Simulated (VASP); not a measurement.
# Hf3SnS4 (P4/mmm) in VASP: notebook

The runs below take Hf3SnS4 through single point, with PBE.

Everything below comes from runs of VASP 6.6.1. Logs are shortened: lines on timing, memory, paths and dates and some standing lists are left out, and cuts for length are marked.

**1. The cell of the first run**

It takes space group P4/mmm (No. 123, tetragonal). Conventional cell: a = 3.255 Å, b = 3.255 Å, c = 13.492 Å, α = 90.00°, β = 90.00°, γ = 90.00°. Hf (site symmetry 4mm) has 8 S at 2.63 to 2.89 Å and 5 Hf at 3.26 Å and 1 Sn at 3.49 Å within 3.5 Å. Hf (site symmetry 4/mmm) has 8 S at 2.76 Å and 6 Hf at 3.26 Å within 3.6 Å. Sn (site symmetry 4/mmm) has 8 S at 3.19 Å and 4 Sn at 3.26 Å and 2 Hf at 3.49 Å within 4.2 Å. S (site symmetry 4mm) has 4 Hf at 2.63 Å and 5 S at 3.02 to 3.26 Å and 4 Sn at 3.19 Å within 3.5 Å. Within 3.6 Å of S (site symmetry 4mm) lie 8 Hf at 2.76 to 2.89 Å and 6 S at 3.02 to 3.26 Å.

The cell was generated, and may not be a known phase.

**2. Single point, PBE**

Input file INCAR:

```
PREC = Accurate ; ENCUT = 500
EDIFF = 1E-6 ; ISMEAR = 0
SIGMA = 0.15 ; LREAL = F
LASPH = T ; NELM = 120
ALGO = Normal ; ISIF = 2
LWAVE = F ; LCHARG = T
GGA = PE ; LELF = T
LVHAR = T ; NBANDS = 44
GGA_COMPAT = F
```

Input file KPOINTS:

```
Automatic mesh
0
Gamma
  3 3 1
```

Input file POSCAR:

```
Hf3SnS4
1.0
    3.2552299110      0.0000000000      0.0000000000
    0.0000000000      3.2552299110      0.0000000000
    0.0000000000      0.0000000000     13.4921078556
Hf Sn S
3 1 4
Direct
    0.0000000000      0.0000000000      0.2584955854
    0.0000000000      0.0000000000      0.5000000000
    0.0000000000      0.0000000000      0.7415044146
    0.0000000000      0.0000000000      0.0000000000
    0.5000000000      0.5000000000      0.1634464064
    0.5000000000      0.5000000000      0.3876362510
    0.5000000000      0.5000000000      0.6123637490
    0.5000000000      0.5000000000      0.8365535936
```

Potentials or basis: VASP PAW PBE potentials, release 64 (Hf_pv, Sn_d, S).

Command:

```bash
cat potpaw_PBE.64/Hf_pv/POTCAR potpaw_PBE.64/Sn_d/POTCAR potpaw_PBE.64/S/POTCAR > POTCAR
mpirun -np 1 vasp_std > vasp.out
```

OUTCAR:

```text
PREC = Accurate
   ENCUT = 500
   EDIFF = 1E-6
   ISMEAR = 0
   LREAL = F
   LASPH = T
   NELM = 120
   ISIF = 2
   GGA = PE

 ion  position               nearest neighbor table
   1  0.000  0.000  0.258-   5 2.63   5 2.63   5 2.63   5 2.63   6 2.89   6 2.89   6 2.89   6 2.89
                             2 3.26   4 3.49
   2  0.000  0.000  0.500-   6 2.76   7 2.76   6 2.76   7 2.76   6 2.76   7 2.76   6 2.76   7 2.76
                             1 3.26   3 3.26
   3  0.000  0.000  0.742-   8 2.63   8 2.63   8 2.63   8 2.63   7 2.89   7 2.89   7 2.89   7 2.89
                             2 3.26   4 3.49
   4  0.000  0.000  0.000-   5 3.19   8 3.19   5 3.19   8 3.19   5 3.19   8 3.19   5 3.19   8 3.19
                             1 3.49   3 3.49
   5  0.500  0.500  0.163-   1 2.63   1 2.63   1 2.63   1 2.63   4 3.19   4 3.19   4 3.19   4 3.19

   6  0.500  0.500  0.388-   2 2.76   2 2.76   2 2.76   2 2.76   1 2.89   1 2.89   1 2.89   1 2.89

   7  0.500  0.500  0.612-   2 2.76   2 2.76   2 2.76   2 2.76   3 2.89   3 2.89   3 2.89   3 2.89

   8  0.500  0.500  0.837-   3 2.63   3 2.63   3 2.63   3 2.63   4 3.19   4 3.19   4 3.19   4 3.19

  LATTYP: Found a simple tetragonal cell.
 ALAT       =     3.2552299110
 C/A-ratio  =     4.1447480591

  Lattice vectors:

 A1 = (   3.2552299110,   0.0000000000,   0.0000000000)
 A2 = (   0.0000000000,   3.2552299110,   0.0000000000)
 A3 = (   0.0000000000,   0.0000000000,  13.4921078556)

Analysis of symmetry for initial positions (statically):
=====================================================================
 Subroutine PRICEL returns:
 Original cell was already a primitive cell.

 Routine SETGRP: Setting up the symmetry group for a
 simple tetragonal supercell.

 Subroutine GETGRP returns: Found 16 space group operations
 (whereof 16 operations were pure point group operations)
 out of a pool of 16 trial point group operations.

The static configuration has the point symmetry D_4h.

Analysis of symmetry for dynamics (positions and initial velocities):
=====================================================================
 Subroutine PRICEL returns:
 Original cell was already a primitive cell.

 Routine SETGRP: Setting up the symmetry group for a
 simple tetragonal supercell.

 Subroutine GETGRP returns: Found 16 space group operations
 (whereof 16 operations were pure point group operations)
 out of a pool of 16 trial point group operations.

The dynamic configuration has the point symmetry D_4h.

 Subroutine INISYM returns: Found 16 space group operations
 (whereof 16 operations are pure point group operations),
 and found     1 'primitive' translations

----------------------------------------------------------------------------------------

                                     Primitive cell

  volume of cell :     142.9694

  direct lattice vectors                    reciprocal lattice vectors
     3.255229911  0.000000000  0.000000000     0.307197964  0.000000000  0.000000000
     0.000000000  3.255229911  0.000000000     0.000000000  0.307197964  0.000000000
     0.000000000  0.000000000 13.492107856     0.000000000  0.000000000  0.074117403

  length of vectors
     3.255229911  3.255229911 13.492107856     0.307197964  0.307197964  0.074117403

  position of ions in fractional coordinates (direct lattice)
     0.000000000  0.000000000  0.258495585
     0.000000000  0.000000000  0.500000000
     0.000000000  0.000000000  0.741504415
     0.000000000  0.000000000  0.000000000
     0.500000000  0.500000000  0.163446406
     0.500000000  0.500000000  0.387636251
     0.500000000  0.500000000  0.612363749
     0.500000000  0.500000000  0.836553594

  ion indices of the primitive-cell ions
   primitive index   ion index
                 1           1
                 2           2
                 3           3
                 4           4
                 5           5
                 6           6
                 7           7
                 8           8

----------------------------------------------------------------------------------------

 KPOINTS: Automatic mesh

Automatic generation of k-mesh.
 Grid dimensions read from file:
 generate k-points for:    3    3    1

 Generating k-lattice:

  Cartesian coordinates                     Fractional coordinates (reciprocal lattice)
     0.102399321  0.000000000  0.000000000     0.333333333  0.000000000  0.000000000
     0.000000000  0.102399321  0.000000000     0.000000000  0.333333333  0.000000000
     0.000000000  0.000000000  0.074117403     0.000000000  0.000000000  1.000000000

  Length of vectors
     0.102399321  0.102399321  0.074117403

  Shift w.r.t. Gamma in fractional coordinates (k-lattice)
     0.000000000  0.000000000  0.000000000

 Subroutine IBZKPT returns following result:
 ===========================================

 Found      3 irreducible k-points:

 Following reciprocal coordinates:
            Coordinates               Weight
  0.000000  0.000000  0.000000      1.000000
  0.333333  0.000000  0.000000      4.000000
  0.333333  0.333333  0.000000      4.000000
   k-points           NKPTS =      3   k-points in BZ     NKDIM =      3   number of bands    NBANDS=     44
   number of dos      NEDOS =    301   number of ions     NIONS =      8
   total plane-waves  NPLWV =  56448
   dimension x,y,z NGX =    24 NGY =   24 NGZ =   98
   dimension x,y,z NGXF=    48 NGYF=   48 NGZF=  196
   ions per type =               3   1   4
   NGX,Y,Z   is equivalent  to a cutoff of  12.26, 12.26, 12.08 a.u.
   NGXF,Y,Z  is equivalent  to a cutoff of  24.51, 24.51, 24.15 a.u.
 SYSTEM =  unknown system
   PREC   = accura    normal or accurate (medium, high low for compatibility)
   ISTART =      0    job   : 0-new  1-cont  2-samecut
   ICHARG =      2    charge: 1-file 2-atom 10-const
   ISPIN  =      1    spin polarized calculation?
   LNONCOLLINEAR =      F non collinear calculations
   LSORBIT =      F    spin-orbit coupling
   LASPH  =      T    aspherical Exc in radial PAW
   ENCUT  =  500.0 eV  36.75 Ry    6.06 a.u.   5.94  5.94 24.60*2*pi/ulx,y,z
   NELM   =    120;   NELMIN=  2; NELMDL= -5     # of ELM steps
   EDIFF  = 0.1E-05   stopping-criterion for ELM
   LREAL  =      F    real-space projection
   EDIFFG = 0.1E-04   stopping-criterion for IOM
   NSW    =      0    number of steps for IOM
   IBRION =     -1    ionic relax: 0-MD 1-quasi-New 2-CG
   NFREE  =      0    steps in history (QN), initial steepest desc. (CG)
   ISIF   =      2    stress and relaxation
   ISYM   =      2    0-nonsym 1-usesym 2-fastsym
   POTIM  = 0.5000    time-step for ionic-motion
   TEBEG  =    0.0;   TEEND  =   0.0 temperature during run
   PSTRESS=    0.0 pullay stress
   NELECT =      68.0000    total number of electrons
   NUPDOWN=      -1.0000    fix difference up-down
   EMIN   =  10.00;   EMAX   =-10.00  energy-range for DOS
   EFERMI =   0.00;   METHOD = LEGACY
   ISMEAR =     0;   SIGMA  =   0.15  broadening in eV -4-tet -1-fermi 0-gaus
   EFERMI_NEDOS =   21; number of points for ismear=-14 and -15
   IALGO  =     38    algorithm
   IMIX   =      4    mixing-type and parameters
     AMIX     =   0.40;   BMIX     =  1.00
     AMIX_MAG =   1.60;   BMIX_MAG =  1.00
  volume/ion in A,a.u.               =      17.87       120.60
  Fermi-wavevector in a.u.,A,eV,Ry     =   1.277900  2.414880 22.218689  1.633028
  Thomas-Fermi vector in A             =   2.410473
   LORBIT       =      0    0 simple, 1 ext, 2 COOP (PROOUT), +10 PAW based schemes
   GGA     = PE    functional components
   LHFCALC =     F    Hartree Fock is set to
   AEXX    =    0.0000 exact exchange contribution
   IVDW    =     0    specifies the selected vdW correction
   LEPSILON=     F    determine dielectric tensor
   LRPA    =     F    only Hartree local field effects (RPA)
 non-spin polarized calculation
 Gauss-broadening in eV      SIGMA  =   0.15
  energy-cutoff  :      500.00
  volume of cell :      142.97
 maximum number of plane-waves:      3634
 NGX is ok and might be reduce to    24
   NGX = 11   NGY = 11   NGZ = 49

 number of electron      67.9999993 magnetization

 Free energy of the ion-electron system (eV)
  ---------------------------------------------------
  ext. energy  EPLUGINS =         0.00000000
  ---------------------------------------------------
  free energy    TOTEN  =       -57.81397577 eV

  energy without entropy =      -57.77991791  energy(sigma->0) =      -57.79694684

 E-fermi :   8.1481     XC(G=0): -11.4342

 val. band max:        8.0731149412   @ k =   0.3333   0.3333   0.0000
 cond. band min:       8.4245714044   @ k =   0.3333   0.3333   0.0000
 fundamental gap:      0.3514564633
 Fermi energy:         8.1480531088

 k-point     1 :       0.0000    0.0000    0.0000
  band No.  band energies     occupation
      1     -23.4474      2.00000
      2     -23.3402      2.00000
      3     -23.3402      2.00000
      4     -23.1848      2.00000
      5     -23.1194      2.00000
      6     -23.0033      2.00000
[... 36 lines left out ...]
     43      11.5996      0.00000
     44      11.6009      0.00000

 k-point     2 :       0.3333    0.0000    0.0000
  band No.  band energies     occupation
      1     -23.6200      2.00000
      2     -23.4025      2.00000
      3     -23.3138      2.00000
      4     -23.2849      2.00000
      5     -23.2837      2.00000
      6     -23.1462      2.00000
[... 36 lines left out ...]
     43      11.1070      0.00000
     44      11.6291      0.00000

 k-point     3 :       0.3333    0.3333    0.0000
  band No.  band energies     occupation
      1     -23.5836      2.00000
      2     -23.5711      2.00000
      3     -23.3646      2.00000
      4     -23.2474      2.00000
      5     -23.2465      2.00000
      6     -23.2344      2.00000
[... 36 lines left out ...]
     43      11.7144      0.00000
     44      12.0009      0.00000

------------------------ aborting loop because EDIFF is reached ----------------------------------------

  FORCE on cell =-STRESS in cart. coord.  units (eV):
  Direction    XX          YY          ZZ          XY          YZ          ZX
  --------------------------------------------------------------------------------------
  -------------------------------------------------------------------------------------
  Total       -0.5301506     -0.5301506     -0.3444137      0.0000000      0.0000000     -0.0000000
  in kB       -5.9410981     -5.9410981     -3.8596490      0.0000000      0.0000000     -0.0000000
  external PRESSURE =      -5.2472817 kB  Pullay stress =       0.0000000 kB

 VOLUME and BASIS-vectors are now :
 -----------------------------------------------------------------------------
  energy-cutoff  :      500.00
  volume of cell :      142.97
      direct lattice vectors                 reciprocal lattice vectors
     3.255229911  0.000000000  0.000000000     0.307197964  0.000000000  0.000000000
     0.000000000  3.255229911  0.000000000     0.000000000  0.307197964  0.000000000
     0.000000000  0.000000000 13.492107856     0.000000000  0.000000000  0.074117403

 POSITION                                       TOTAL-FORCE (eV/Angst)
 -----------------------------------------------------------------------------------
      0.00000      0.00000      3.48765        -0.000000      0.000000     -0.004862
      0.00000      0.00000      6.74605        -0.000000      0.000000     -0.000000
      0.00000      0.00000     10.00446        -0.000000      0.000000      0.004862
      0.00000      0.00000      0.00000        -0.000000      0.000000     -0.000000
      1.62761      1.62761      2.20524        -0.000000      0.000000      0.049121
      1.62761      1.62761      5.23003         0.000000     -0.000000      0.024526
      1.62761      1.62761      8.26208        -0.000000     -0.000000     -0.024526
      1.62761      1.62761     11.28687        -0.000000     -0.000000     -0.049121
 -----------------------------------------------------------------------------------
    total drift:                               -0.000000     -0.000000      0.000000

  FREE ENERGIE OF THE ION-ELECTRON SYSTEM (eV)
  ---------------------------------------------------
  free  energy   TOTEN  =       -57.8139757737 eV

  energy  without entropy=      -57.7799179101  energy(sigma->0) =      -57.79694684
```

Run time: 49 s. Hardware: 1 thread of Intel Xeon 8259CL, shared host; peak memory 0.23 GiB.

Results:

```yaml
Free_energy: -57.8140 eV
Pressure: -0.5 GPa
Largest_force: 0.049 eV/Å
Band_gap_on_the_k_mesh: zero (bands 34 and 35 overlap by 0.45 eV)
```

Forces on the atoms (eV/Å):
```
Hf   0.000  0.000 -0.005
Hf   0.000  0.000  0.000
Hf   0.000  0.000  0.005
Sn   0.000  0.000  0.000
S    0.000  0.000  0.049
S    0.000  0.000  0.025
S    0.000  0.000 -0.025
S    0.000  0.000 -0.049
```

Caveat: the k points lie up to 0.64 Å⁻¹ apart; spin-orbit coupling is left out, which moves the levels of the heavy elements.

**3. Single point, PBE**

This run uses another cell than the first one, of 21.09 Å³/atom.

Input file INCAR:

```
SYSTEM = Hf3SnS4
  PREC = Accurate
  ENCUT = 500
  EDIFF = 1E-6
  ISMEAR = 0
  SIGMA = 0.15
  LREAL = .False.
  LASPH = .True.
  NELM = 120
  ALGO = Normal
  ISIF = 2
  LWAVE = .False.
  LCHARG = .False.
  GGA = PE
  NBANDS = 44
  GGA_COMPAT = .False.
```

Input file KPOINTS:

```
Automatic mesh
0
Gamma
  3 3 1
  0 0 0
```

Input file POSCAR:

```
Hf3SnS4
1.0
    4.3941183069      0.0000000000      0.0000000000
    0.0000000000      4.3941183069      0.0000000000
    0.0000000000      0.0000000000      8.7375862556
Hf Sn S
3 1 4
Direct
    0.5000000000      0.5000000000      0.6750180942
    0.5000000000      0.5000000000      0.3249819058
    0.0000000000      0.0000000000      0.0000000000
    0.0000000000      0.0000000000      0.5000000000
    0.5000000000      0.0000000000      0.8256256347
    0.0000000000      0.5000000000      0.8256256347
    0.5000000000      0.0000000000      0.1743743653
    0.0000000000      0.5000000000      0.1743743653
```

Potentials or basis: VASP PAW PBE potentials, release 64 (Hf_pv, Sn_d, S).

Command:

```bash
cat potpaw_PBE.64/Hf_pv/POTCAR potpaw_PBE.64/Sn_d/POTCAR potpaw_PBE.64/S/POTCAR > POTCAR
mpirun -np 1 vasp_std > vasp.out
```

It took 54 s on 1 thread of Intel Xeon 8259CL, shared host; peak memory 0.25 GiB.

It converged, with:

```
Free energy            : -57.6890 eV
Pressure               : -0.3 GPa
Largest force          : 0.037 eV/Å
Band gap on the k mesh : zero (bands 34 and 35 overlap by 0.40 eV)
```

Forces on the atoms (eV/Å):
```
Hf   0.000  0.000  0.002
Hf   0.000  0.000 -0.002
Hf   0.000  0.000  0.000
Sn   0.000  0.000  0.000
S    0.000  0.000  0.037
S    0.000  0.000  0.037
S    0.000  0.000 -0.037
S    0.000  0.000 -0.037
```

Levels at points of the mesh, in eV from the Fermi level:
| k point | band 31 | band 32 | band 33 | band 34 | band 35 | band 36 | band 37 | band 38 | band 39 | band 40 |
| --- | --- | --- | --- | --- | --- | --- | --- | --- | --- | --- |
| (0.00, 0.00, 0.00) | -2.11 | -1.11 | -0.07 | -0.01 | -0.01 | 0.07 | 0.89 | 1.26 | 1.40 | 1.84 |

Caveat: the k points lie up to 0.72 Å⁻¹ apart; spin-orbit coupling is left out, which moves the levels of the heavy elements.

The gap in the log of VASP goes by the Fermi energy; the results here count the filled bands.